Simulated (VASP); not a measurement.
# KCl (Sylvite) in VASP: notebook, part 2 of 2

VASP 6.6.1.

## (4) Single point, PBE (biaxial xy strain -1.6%)

File INCAR:

```
SYSTEM = KCl
PREC = Accurate ; ENCUT = 520
EDIFF = 1E-6 ; ISMEAR = -1
SIGMA = 0.02 ; LREAL = .False.
LASPH = .True. ; NELM = 80
ALGO = Normal ; ISIF = 2
LWAVE = .False. ; LCHARG = .False.
GGA = PE ; NBANDS = 15
```

File KPOINTS:

```
regular mesh
0
Gamma
  8 8 8
  0 0 0
```

File POSCAR:

```
KCl
1.0
    0.0000000000      3.0942150827      3.1448471213
    3.0942150827      0.0000000000      3.1448471213
    3.0942150827      3.0942150827      0.0000000000
K Cl
1 1
Direct
    0.0000000000      0.0000000000      0.0000000000
    0.5000000000      0.5000000000      0.5000000000
```

Potentials or basis: VASP PAW PBE potentials, release 64 (K_sv, Cl).

Run with:

```console
$ cat potpaw_PBE.64/K_sv/POTCAR potpaw_PBE.64/Cl/POTCAR > POTCAR
$ mpirun -np 1 vasp_std > vasp.out
```

OUTCAR:

```text
SYSTEM = KCl
   PREC = Accurate
   ENCUT = 520
   EDIFF = 1E-6
   ISMEAR = -1
   LREAL = .False.
   LASPH = .True.
   NELM = 80
   ISIF = 2
   GGA = PE

 ion  position               nearest neighbor table
   1  0.000  0.000  0.000-   2 3.09   2 3.09   2 3.09   2 3.09   2 3.14   2 3.14
   2  0.500  0.500  0.500-   1 3.09   1 3.09   1 3.09   1 3.09   1 3.14   1 3.14

  LATTYP: Found a body centered tetragonal cell.
 ALAT       =     4.3758809349
 C/A-ratio  =     1.4373549775

  Lattice vectors:

 A1 = (  -3.0942150827,   0.0000000000,   3.1448471213)
 A2 = (   3.0942150827,   0.0000000000,   3.1448471213)
 A3 = (   0.0000000000,   3.0942150827,  -3.1448471213)

Analysis of symmetry for initial positions (statically):
=====================================================================
 Subroutine PRICEL returns:
 Original cell was already a primitive cell.

 Routine SETGRP: Setting up the symmetry group for a
 body centered tetragonal supercell.

 Subroutine GETGRP returns: Found 16 space group operations
 (whereof 16 operations were pure point group operations)
 out of a pool of 16 trial point group operations.

The static configuration has the point symmetry D_4h.

[... 168 lines left out ...]
  band No.  band energies     occupation
      1     -28.8191      2.00000
      2     -13.8606      2.00000
      3     -12.2808      2.00000
      4     -12.2806      2.00000
      5     -12.2806      2.00000
      6      -1.7116      2.00000
      7      -1.6984      2.00000
      8      -1.6984      2.00000
      9       3.6025      0.00000
     10       6.6249      0.00000
     11       6.7304      0.00000
     12       6.7304      0.00000
     13       7.5536      0.00000
     14       7.6288      0.00000
[... 401 lines left out ...]
      2     -13.9931      2.00000
      3     -12.3029      2.00000
      4     -12.2979      2.00000
      5     -12.1031      2.00000
      6      -2.5610      2.00000
      7      -2.0086      2.00000
      8      -1.9519      2.00000
      9       5.6131      0.00000
     10       6.2902      0.00000
     11       8.2142      0.00000
     12       8.5143      0.00000
     13       8.7011      0.00000
     14       9.2333      0.00000
     15      10.9903      0.00000

 [... further k-points ...]
[... 5 lines left out ...]
  --------------------------------------------------------------------------------------
  -------------------------------------------------------------------------------------
  Total        0.6681946      0.6681946      0.3973901      0.0000000      0.0000000     -0.0000000
  in kB       17.7780037     17.7780037     10.5729716      0.0000000      0.0000000     -0.0000000
  external PRESSURE =      15.3763263 kB  Pullay stress =       0.0000000 kB

 VOLUME and BASIS-vectors are now :
 -----------------------------------------------------------------------------
  energy-cutoff  :      520.00
  volume of cell :       60.22
      direct lattice vectors                 reciprocal lattice vectors
     0.000000000  3.094215083  3.144847121    -0.161591870  0.161591870  0.158990240
     3.094215083  0.000000000  3.144847121     0.161591870 -0.161591870  0.158990240
     3.094215083  3.094215083  0.000000000     0.161591870  0.161591870 -0.158990240

 POSITION                                       TOTAL-FORCE (eV/Angst)
 -----------------------------------------------------------------------------------
      0.00000      0.00000      0.00000         0.000000      0.000000      0.000000
      3.09422      3.09422      3.14485        -0.000000     -0.000000     -0.000000
 -----------------------------------------------------------------------------------
    total drift:                                0.000000      0.000000      0.000000

  FREE ENERGIE OF THE ION-ELECTRON SYSTEM (eV)
  ---------------------------------------------------
  free  energy   TOTEN  =        -6.7870025833 eV

  energy  without entropy=       -6.7870025833  energy(sigma->0) =       -6.78700258
```

stdout:

```text
POSCAR found type information on POSCAR K Cl
 POSCAR found :  2 types and       2 ions
 scaLAPACK will be used
 LDA part: xc-table for (Slater+PW92), standard interpolation
 POSCAR, INCAR and KPOINTS ok, starting setup
 FFT: planning ... GRIDC
 FFT: planning ... GRID_SOFT
 FFT: planning ... GRID
 WAVECAR not read
 entering main loop
```

Wall time 1.9 min (1 thread of Intel Xeon Platinum 8488C (Sapphire Rapids), shared host); peak memory 0.22 GiB.

Results:

```yaml
Free_energy: -6.7870 eV
Pressure: 1.5 GPa
Band_gap_on_the_k_mesh: 5.30 eV, direct
```

Levels at points of the mesh, in eV from the valence-band top:
```csv
k point,band 5,band 6,band 7,band 8,band 9,band 10,band 11,band 12
"(0.00, 0.00, 0.00)",-10.58,-0.01,0.00,0.00,5.30,8.32,8.43,8.43
"(0.50, 0.00, 0.00)",-10.32,-1.12,-0.36,-0.36,7.69,8.73,10.63,10.65
"(0.50, 0.50, 0.00)",-10.64,-0.70,-0.22,-0.22,6.52,8.49,10.21,10.27
"(0.50, 0.00, 0.50)",-10.64,-0.67,-0.24,-0.24,6.49,8.51,10.31,10.32
```

Caveat: the cell differs from its parent crystal (biaxial xy strain -1.6%).

## (5) Single point, r2SCAN (biaxial xy strain -1.6%)

POSCAR is that of step 4.

File INCAR.step1:

```
SYSTEM = KCl
ALGO = Normal ; EDIFF = 1E-4
ENCUT = 520 ; GGA = PE
ISMEAR = 0 ; LASPH = .True.
LCHARG = .False. ; LREAL = .False.
LWAVE = .True. ; NBANDS = 15
NELM = 60 ; PREC = Accurate
SIGMA = 0.01
```

File INCAR.step2:

```
SYSTEM = KCl
ALGO = Normal ; EDIFF = 1E-6
ENCUT = 520 ; ISIF = 2
ISMEAR = 0 ; ISTART = 1
LASPH = .True. ; LCHARG = .False.
LMIXTAU = .True. ; LREAL = .False.
LWAVE = .False. ; METAGGA = R2SCAN
NBANDS = 15 ; NELM = 60
PREC = Accurate ; SIGMA = 0.01
```

File KPOINTS:

```
k-points
0
Gamma
  8 8 8
  0 0 0
```

Potentials or basis: VASP PAW PBE potentials, release 64 (K_sv, Cl).

Run with:

```console
$ cat potpaw_PBE.64/K_sv/POTCAR potpaw_PBE.64/Cl/POTCAR > POTCAR
$ cp INCAR.step1 INCAR
$ mpirun -np 1 vasp_std > vasp.out
$ cp INCAR.step2 INCAR
$ mpirun -np 1 vasp_std > vasp.out
```

OUTCAR:

```text
SYSTEM = KCl
   EDIFF = 1E-6
   ENCUT = 520
   ISIF = 2
   ISMEAR = 0
   ISTART = 1
   LASPH = .True.
   LREAL = .False.
   METAGGA = R2SCAN
   NELM = 60
   PREC = Accurate

 ion  position               nearest neighbor table
   1  0.000  0.000  0.000-   2 3.09   2 3.09   2 3.09   2 3.09   2 3.14   2 3.14
   2  0.500  0.500  0.500-   1 3.09   1 3.09   1 3.09   1 3.09   1 3.14   1 3.14

  LATTYP: Found a body centered tetragonal cell.
 ALAT       =     4.3758809349
 C/A-ratio  =     1.4373549775

  Lattice vectors:

 A1 = (  -3.0942150827,   0.0000000000,   3.1448471213)
[... 612 lines left out ...]
     12       8.8312      0.00000
     13       9.1302      0.00000
     14       9.6513      0.00000
     15      11.5284      0.00000

 [... further k-points ...]
[... 5 lines left out ...]
  --------------------------------------------------------------------------------------
  -------------------------------------------------------------------------------------
  Total        0.3655046      0.3655046      0.0778027      0.0000000     -0.0000000      0.0000000
  in kB        9.7246247      9.7246247      2.0700214      0.0000000     -0.0000000      0.0000000
  external PRESSURE =       7.1730903 kB  Pullay stress =       0.0000000 kB

 VOLUME and BASIS-vectors are now :
 -----------------------------------------------------------------------------
  energy-cutoff  :      520.00
  volume of cell :       60.22
      direct lattice vectors                 reciprocal lattice vectors
     0.000000000  3.094215083  3.144847121    -0.161591870  0.161591870  0.158990240
     3.094215083  0.000000000  3.144847121     0.161591870 -0.161591870  0.158990240
     3.094215083  3.094215083  0.000000000     0.161591870  0.161591870 -0.158990240

 POSITION                                       TOTAL-FORCE (eV/Angst)
 -----------------------------------------------------------------------------------
      0.00000      0.00000      0.00000         0.000000      0.000000      0.000000
      3.09422      3.09422      3.14485        -0.000000     -0.000000      0.000000
 -----------------------------------------------------------------------------------
    total drift:                                0.000000      0.000000      0.000000

  FREE ENERGIE OF THE ION-ELECTRON SYSTEM (eV)
  ---------------------------------------------------
  free  energy   TOTEN  =       -16.4999306138 eV

  energy  without entropy=      -16.4999306138  energy(sigma->0) =      -16.49993061
```

OUTCAR.step1:

```text
SYSTEM = KCl
   EDIFF = 1E-4
   ENCUT = 520
   GGA = PE
   ISMEAR = 0
   LASPH = .True.
   LREAL = .False.
[... 654 lines left out ...]
      0.00000      0.00000      0.00000         0.000000      0.000000     -0.000000
      3.09422      3.09422      3.14485        -0.000000     -0.000000      0.000000
 -----------------------------------------------------------------------------------
    total drift:                                0.000000      0.000000      0.000000

  FREE ENERGIE OF THE ION-ELECTRON SYSTEM (eV)
  ---------------------------------------------------
  free  energy   TOTEN  =        -6.7869993944 eV

  energy  without entropy=       -6.7869993944  energy(sigma->0) =       -6.78699939
```

Run time: 4.9 min. Hardware: 1 thread of Intel Xeon Platinum 8488C (Sapphire Rapids), shared host; peak memory 0.24 GiB.

Results:

- Free energy: -16.4999 eV
- Pressure: 0.7 GPa
- Band gap on the k mesh: 5.95 eV, direct

Caveat: the cell differs from its parent crystal (biaxial xy strain -1.6%); the PAW data sets were made with another functional, which shifts forces and pressure a little.

## (6) The runs side by side

| level | cell | smearing | gap on the mesh (eV) | pressure (GPa) |
| --- | --- | --- | --- | --- |
| PBE | a = 4.398 Å, angles 60.0°, 2 atoms | fermi-dirac 0.02 eV | 5.31 | 1.5 |
| r2SCAN | a = 4.398 Å, angles 60.0°, 2 atoms | gaussian 0.01 eV | 5.96 | 0.7 |
| PBE | a = 4.412, b = 4.412, c = 4.376 Å, angles 60.3, 60.3, 59.5°, 2 atoms | fermi-dirac 0.02 eV | 5.30 | 1.5 |
| r2SCAN | a = 4.412, b = 4.412, c = 4.376 Å, angles 60.3, 60.3, 59.5°, 2 atoms | gaussian 0.01 eV | 5.95 | 0.7 |

Alike in all rows: task single point; potentials or basis VASP PAW PBE potentials, release 64 (K_sv, Cl); no spin polarisation; k mesh 8 × 8 × 8; cutoff (eV) 520.

Caveats: the PAW data sets were made with another functional, which shifts forces and pressure a little (some runs).

Absolute energies hang on the potentials; compare differences alone.
